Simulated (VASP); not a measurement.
# B (P6/mmm) in VASP: further runs, part 2 of 2

VASP 6.6.1. Earlier steps stand in the parts before.

## (4) Single point, PBEsol (strain +0.0200 x Voigt [0, 0, 1, 0, 0, 0])

The input, INCAR:

```
SYSTEM = B
ALGO = Normal
EDIFF = 1E-6
ENCUT = 520
GGA = PS
ISIF = 2
ISMEAR = 0
LASPH = .True.
LCHARG = .False.
LREAL = .False.
LWAVE = .False.
NBANDS = 8
NELM = 60
PREC = Accurate
SIGMA = 0.15
```

The input, KPOINTS:

```
k-points
0
Gamma
  33 33 14
  0 0 0
```

The input, POSCAR:

```
B
1.0
    1.7024335758      0.0000000000      0.0000000000
   -0.8512167879      1.4743507249      0.0000000000
    0.0000000000      0.0000000000      3.7081313070
B
1
Direct
    0.0000000000      0.0000000000      0.0000000000
```

Potentials or basis: VASP PAW PBE potentials, release 64 (B).

Run with:

```console
cat potpaw_PBE.64/B/POTCAR > POTCAR
mpirun -np 1 vasp_std > vasp.out
```

OUTCAR:

```text
SYSTEM = B
   EDIFF = 1E-6
   ENCUT = 520
   GGA = PS
   ISIF = 2
   ISMEAR = 0
   LASPH = .True.
   LREAL = .False.
   NELM = 60
   PREC = Accurate

 ion  position               nearest neighbor table
   1  0.000  0.000  0.000-

  LATTYP: Found a hexagonal cell.
 ALAT       =     1.7024335758
 C/A-ratio  =     2.1781356757

  Lattice vectors:

 A1 = (   1.7024335758,   0.0000000000,   0.0000000000)
 A2 = (  -0.8512167879,   1.4743507249,   0.0000000000)
 A3 = (   0.0000000000,   0.0000000000,   3.7081313070)

Analysis of symmetry for initial positions (statically):
=====================================================================
 Subroutine PRICEL returns:
 Original cell was already a primitive cell.

 Routine SETGRP: Setting up the symmetry group for a
 hexagonal supercell.

 Subroutine GETGRP returns: Found 24 space group operations
 (whereof 24 operations were pure point group operations)
 out of a pool of 24 trial point group operations.

The static configuration has the point symmetry D_6h.

Analysis of symmetry for dynamics (positions and initial velocities):
=====================================================================
 Subroutine PRICEL returns:
 Original cell was already a primitive cell.

 Routine SETGRP: Setting up the symmetry group for a
 hexagonal supercell.

 Subroutine GETGRP returns: Found 24 space group operations
 (whereof 24 operations were pure point group operations)
 out of a pool of 24 trial point group operations.

The dynamic configuration has the point symmetry D_6h.

 Subroutine INISYM returns: Found 24 space group operations
 (whereof 24 operations are pure point group operations),
 and found     1 'primitive' translations

----------------------------------------------------------------------------------------

                                     Primitive cell

  volume of cell :       9.3074

[... 108 lines left out ...]
  Fermi-wavevector in a.u.,A,eV,Ry     =   1.122466  2.121153 17.142389  1.259930
  Thomas-Fermi vector in A             =   2.259126
   LORBIT       =      0    0 simple, 1 ext, 2 COOP (PROOUT), +10 PAW based schemes
   GGA     = PS    functional components
   LHFCALC =     F    Hartree Fock is set to
   AEXX    =    0.0000 exact exchange contribution
   IVDW    =     0    specifies the selected vdW correction
   LEPSILON=     F    determine dielectric tensor
   LRPA    =     F    only Hartree local field effects (RPA)
 non-spin polarized calculation
 Gauss-broadening in eV      SIGMA  =   0.15
  energy-cutoff  :      520.00
  volume of cell :        9.31
 maximum number of plane-waves:       266
 NGX is ok and might be reduce to    14
   NGX =  7   NGY =  7   NGZ = 13

 number of electron       3.0000000 magnetization

 Free energy of the ion-electron system (eV)
  ---------------------------------------------------
  ext. energy  EPLUGINS =         0.00000000
  ---------------------------------------------------
  free energy    TOTEN  =        -6.30520928 eV

  energy without entropy =       -6.30215638  energy(sigma->0) =       -6.30368283

 E-fermi :   5.1284     XC(G=0): -10.1212

 val. band max:        5.1185909769   @ k =   0.3030   0.2727   0.5000
 cond. band min:       5.1307438886   @ k =   0.3030   0.0606   0.1429
 fundamental gap:      0.0121529117
 Fermi energy:         5.1284233032

 k-point     1 :       0.0000    0.0000    0.0000
  band No.  band energies     occupation
      1     -12.1309      2.00000
      2      -1.8172      2.00000
      3       7.1343      0.00000
      4      29.8741      0.00000
      5      29.9794      0.00000
      6      29.9794      0.00000
      7      35.6075      0.00000
      8      51.2789      0.00000
[... 243 lines left out ...]
 k-point    24 :       0.2121    0.0303    0.0000
  band No.  band energies     occupation
      1      -9.7486      2.00000
      2       1.6042      2.00000
      3      10.0214      0.00000
      4      20.4690      0.00000
      5      24.9246      0.00000
      6      31.7864      0.00000
      7      38.2602      0.00000
      8      41.5953      0.00000

 [... further k-points ...]

------------------------ aborting loop because EDIFF is reached ----------------------------------------

  FORCE on cell =-STRESS in cart. coord.  units (eV):
  Direction    XX          YY          ZZ          XY          YZ          ZX
  --------------------------------------------------------------------------------------
  -------------------------------------------------------------------------------------
  Total        0.1689847      0.1689847     -0.0562582     -0.0000000      0.0000000      0.0000000
  in kB       29.0892094     29.0892094     -9.6843442     -0.0000000      0.0000000      0.0000000
  external PRESSURE =      16.1646915 kB  Pullay stress =       0.0000000 kB

 VOLUME and BASIS-vectors are now :
 -----------------------------------------------------------------------------
  energy-cutoff  :      520.00
  volume of cell :        9.31
      direct lattice vectors                 reciprocal lattice vectors
     1.702433576  0.000000000  0.000000000     0.587394430  0.339132332  0.000000000
    -0.851216788  1.474350725  0.000000000     0.000000000  0.678264665  0.000000000
     0.000000000  0.000000000  3.708131307     0.000000000  0.000000000  0.269677613

 POSITION                                       TOTAL-FORCE (eV/Angst)
 -----------------------------------------------------------------------------------
      0.00000      0.00000      0.00000         0.000000      0.000000      0.000000
 -----------------------------------------------------------------------------------
    total drift:                               -0.000000     -0.000000     -0.000000

  FREE ENERGIE OF THE ION-ELECTRON SYSTEM (eV)
  ---------------------------------------------------
  free  energy   TOTEN  =        -6.3052092756 eV

  energy  without entropy=       -6.3021563838  energy(sigma->0) =       -6.30368283
```

stdout:

```text
POSCAR found type information on POSCAR B
 POSCAR found :  1 types and       1 ions
 scaLAPACK will be used
 -----------------------------------------------------------------------------
|                                                                             |
|                                                                             |
|     You enforced a specific xc type in the INCAR file but a different       |
|     I HOPE YOU KNOW WHAT YOU ARE DOING!                                     |
|                                                                             |
 -----------------------------------------------------------------------------

 LDA part: xc-table for (Slater+PW92), standard interpolation
 POSCAR, INCAR and KPOINTS ok, starting setup
 FFT: planning ... GRIDC
 FFT: planning ... GRID_SOFT
 FFT: planning ... GRID
 WAVECAR not read
 entering main loop
```

Wall time 76 s (1 thread of Intel Xeon 8259CL, shared host); peak memory 0.16 GiB.

Results:

- Free energy: -6.3052 eV
- Pressure: 1.6 GPa

Stress tensor (GPa, compression positive):
```
 2.91  0.00  0.00
 0.00  2.91  0.00
 0.00  0.00 -0.97
```

Caveat: the cell differs from its parent crystal (strain +0.0200 x Voigt [0, 0, 1, 0, 0, 0]); the PAW data sets were made with another functional, which shifts forces and pressure a little.

## (5) Single point, PBEsol (strain +0.0100 x Voigt [0, 0, 1, 0, 0, 0])

The input, INCAR:

```
  PREC = Accurate
  ENCUT = 520
  EDIFF = 1E-6
  ISMEAR = 0
  SIGMA = 0.15
  LREAL = F
  LASPH = T
  NELM = 100
  ALGO = Normal
  ISIF = 2
  LWAVE = F
  LCHARG = T
  GGA = PS
  LELF = T
  LVHAR = T
  NBANDS = 8
```

The input, KPOINTS:

```
Automatic mesh
0
Gamma
  33 33 14
```

Changes to POSCAR since step 4:

```diff
@@ -4,3 +4,3 @@
    -0.8512167879      1.4743507249      0.0000000000
-    0.0000000000      0.0000000000      3.7081313070
+    0.0000000000      0.0000000000      3.6717770785
 B
```

Run with:

```console
cat potpaw_PBE.64/B/POTCAR > POTCAR
mpirun -np 1 vasp_std > vasp.out
```

Run time: 75 s. Hardware: 1 thread of Intel Xeon 8259CL, shared host; peak memory 0.16 GiB.

Results (log left out):

| Property | Result |
| --- | --- |
| Free energy | -6.3057 eV |
| Pressure | 1.7 GPa |

Stress tensor (GPa, compression positive):
```
 2.92  0.00  0.00
 0.00  2.92  0.00
 0.00  0.00 -0.80
```

Levels at points of the mesh, in eV from the Fermi level:
```
           k point  band 1  band 2  band 3  band 4  band 5  band 6
(0.00, 0.00, 0.00)  -17.27   -6.89    2.05   24.85   24.85   25.32
(0.00, 0.00, 0.50)  -16.97   -8.74    8.54   13.29   24.86   24.86
```

Caveat: the cell differs from its parent crystal (strain +0.0100 x Voigt [0, 0, 1, 0, 0, 0]); the PAW data sets were made with another functional, which shifts forces and pressure a little.

## (6) Single point, PBEsol (strain +0.0175 x Voigt [0, 0, 1, 0, 0, 0])

The input, INCAR:

```
SYSTEM = B
PREC     = Accurate       ! precision mode
ENCUT    = 520            ! plane-wave cutoff, eV
EDIFF    = 1E-6           ! SCF threshold, eV
ISMEAR   = 0              ! smearing method
SIGMA    = 0.15           ! smearing width, eV
LREAL    = .False.        ! projectors in reciprocal space
LASPH    = .True.         ! aspherical terms in the spheres
NELM     = 100            ! most SCF steps
ALGO     = Normal         ! electronic algorithm
ISIF     = 2              ! what is computed and relaxed
LWAVE    = .False.        ! write WAVECAR
LCHARG   = .False.        ! write CHGCAR
GGA      = PS             ! functional
NBANDS   = 8              ! bands
```

The input, KPOINTS:

```
Automatic mesh
0
Gamma
  33 33 14
  0 0 0
```

Changes to POSCAR since step 5:

```diff
@@ -4,3 +4,3 @@
    -0.8512167879      1.4743507249      0.0000000000
-    0.0000000000      0.0000000000      3.6717770785
+    0.0000000000      0.0000000000      3.6990427499
 B
```

Potentials or basis: VASP PAW PBE potentials, release 64 (B).

Run with:

```console
cat potpaw_PBE.64/B/POTCAR > POTCAR
mpirun -np 1 vasp_std > vasp.out
```

It took 76 s on 1 thread of Intel Xeon 8259CL, shared host; peak memory 0.16 GiB.

It converged, with:

| Item | Value |
| --- | --- |
| Free energy | -6.3053 eV |
| Pressure | 1.6 GPa |

Stress tensor (GPa, compression positive):
```
 2.91  0.00  0.00
 0.00  2.91  0.00
 0.00  0.00 -0.93
```

Levels at points of the mesh, in eV from the Fermi level:
```csv
k point,band 1,band 2,band 3,band 4,band 5,band 6,band 7
"(0.00, 0.00, 0.00)",-17.26,-6.93,2.02,24.85,24.85,24.89,30.64
"(0.00, 0.00, 0.50)",-16.97,-8.70,8.37,13.04,24.86,24.86,44.51
```

Caveat: the cell differs from its parent crystal (strain +0.0175 x Voigt [0, 0, 1, 0, 0, 0]); the PAW data sets were made with another functional, which shifts forces and pressure a little.

## (7) Overview

| cell | gap on the mesh (eV) | pressure (GPa) |
| --- | --- | --- |
| a = 1.702, b = 1.702, c = 3.654 Å, angles 90.0, 90.0, 120.0°, 1 atom | none | 1.7 |
| a = 1.702, b = 1.702, c = 3.690 Å, angles 90.0, 90.0, 120.0°, 1 atom | none | 1.6 |
| a = 1.702, b = 1.702, c = 3.708 Å, angles 90.0, 90.0, 120.0°, 1 atom | none | 1.6 |
| a = 1.702, b = 1.702, c = 3.672 Å, angles 90.0, 90.0, 120.0°, 1 atom | none | 1.7 |
| a = 1.702, b = 1.702, c = 3.699 Å, angles 90.0, 90.0, 120.0°, 1 atom | none | 1.6 |

Alike in all rows: task single point; level PBEsol; potentials or basis VASP PAW PBE potentials, release 64 (B); no spin polarisation; k mesh 33 × 33 × 14; cutoff (eV) 520; smearing gaussian 0.15 eV.

Caveats: the PAW data sets were made with another functional, which shifts forces and pressure a little.

Total energies depend on the potentials used, so only differences within one code and one set of settings carry meaning.
